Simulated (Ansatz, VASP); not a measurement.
## Two plane-wave programs on Ir

The input INCAR:

```
SYSTEM = Ir
PREC     = Accurate       ! precision mode
ENCUT    = 500            ! plane-wave cutoff, eV
EDIFF    = 1E-7           ! SCF threshold, eV
ISMEAR   = 0              ! smearing method
SIGMA    = 0.1            ! smearing width, eV
LREAL    = .FALSE.        ! projectors in reciprocal space
LASPH    = .TRUE.         ! aspherical terms in the spheres
NELM     = 120            ! most SCF steps
ALGO     = Normal         ! electronic algorithm
ISIF     = 3              ! what is computed and relaxed
LWAVE    = .FALSE.        ! write WAVECAR
LCHARG   = .FALSE.        ! write CHGCAR
GGA      = PS             ! functional
IBRION   = 2              ! ionic algorithm
NSW      = 80             ! ionic steps
EDIFFG   = -0.05          ! ionic threshold
GGA_COMPAT= .FALSE.      
NELMIN   = 4
```

Contents of KPOINTS:

```
regular mesh
0
G
  10 10 10
  0 0 0
```

POSCAR

```
Ir
1.0
    0.0000000000      1.8595169983      1.8595169983
    1.8595169983      0.0000000000      1.8595169983
    1.8595169983      1.8595169983      0.0000000000
Ir
1
Direct
    0.0000000000      0.0000000000      0.0000000000
```

Input for Ansatz:

```yaml
crystal:
  lattice:
    - [0.0, 1.8595169983, 1.8595169983]
    - [1.8595169983, 0.0, 1.8595169983]
    - [1.8595169983, 1.8595169983, 0.0]
  atoms:
    - { symbol: Ir, position: [0.0, 0.0, 0.0] }
basis:
  ecutwfc: 420
kpoints:
  mp_grid: { grid: [10, 10, 10] }
hamiltonian:
  xc: pbesol
scf:
  occupations: { method: gaussian, width: 0.1 }
output:
  forces: true
  stress: true
  eigenvalues: true
relax:
  adjacent_minimum: "off"
  f_tol: 0.05
  max_steps: 60
  cell: { stress_tol: 0.5 }
```

Alike in both runs: task relaxation of cell and atoms; functional PBEsol; k mesh 10 × 10 × 10; occupations gaussian, width 0.1 eV; no spin polarisation.

|  | VASP | Ansatz |
| --- | --- | --- |
| version | VASP 6.6.1 | Ansatz 0.2.0 |
| potentials or method | VASP PAW PBE potentials, release 64 (Ir), cutoff 500 eV | scalar-relativistic, plane waves, PAW |
| valence electrons in the cell | 9 | 17 |

VASP gave:

```
gap on the k mesh at the Fermi level, each at its own relaxed structure (eV) : none
relaxed volume (Å³/atom)                                                     : 14.08
relaxed cell length with the largest relative difference (Å)                 : 2.711
```

**Question.** Which values does Ansatz return?

**Answer.** gap on the k mesh at the Fermi level, each at its own relaxed structure (eV): none; relaxed volume (Å³/atom): 14.06; relaxed cell length with the largest relative difference (Å): 2.709.

VASP's potentials were made for PBE, not for PBEsol. A gap of «none» marks a metal or a gap that the smearing closes. VASP's potentials hold 9 valence electrons a cell and Ansatz's 17, so a difference there can come from the potentials and not from the codes.

Spin-orbit coupling is off throughout.
